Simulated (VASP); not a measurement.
Runs of VASP 6.6.1 on Li2O. The structure is that of space group Fm-3m (No. 225), or close to it. The cells are those of the table. 

```tsv
task	cell	k mesh	smearing	gap on the mesh (eV)	pressure (GPa)
single point	a = 3.238 Å, angles 60.0°, 3 atoms	14 × 14 × 14	fermi-dirac 0.05 eV	4.87	0.1
single point	a = 3.255 Å, angles 60.0°, 3 atoms	8 × 8 × 8	gaussian 0.01 eV	(b)	(a)
single point	a = 3.247, b = 3.247, c = 3.238 Å, angles 60.1, 60.1, 59.8°, 3 atoms	8 × 8 × 8	gaussian 0.01 eV	4.85	-0.3
single point	a = 3.230, b = 3.230, c = 3.238 Å, angles 59.9, 59.9, 60.2°, 3 atoms	8 × 8 × 8	gaussian 0.01 eV	4.86	0.5
single point	a = 3.230 Å, angles 60.3°, 3 atoms	8 × 8 × 8	gaussian 0.01 eV	4.86	0.1
relaxation of cell and atoms	relaxed from a = 3.260 Å, angles 60.0°, 3 atoms	14 × 14 × 14	fermi-dirac 0.05 eV	4.87	0.0
single point	a = 3.238 Å, angles 60.0°, 3 atoms	8 × 8 × 8	gaussian 0.01 eV	4.87	0.1
single point	a = 3.222 Å, angles 60.0°, 3 atoms	8 × 8 × 8	gaussian 0.01 eV	4.90	1.4
single point	a = 3.247 Å, angles 59.7°, 3 atoms	8 × 8 × 8	gaussian 0.01 eV	4.86	0.1
```

Alike in all rows: level PBEsol; potentials or basis VASP PAW PBE potentials, release 64 (Li_sv, O); no spin polarisation; cutoff (eV) 750.

Question: Fill in the values left out.

Answer: (a) -1.1; (b) 4.84.

Caveats: the PAW data sets were made with another functional, which shifts forces and pressure a little.

A k mesh can miss the band edges.
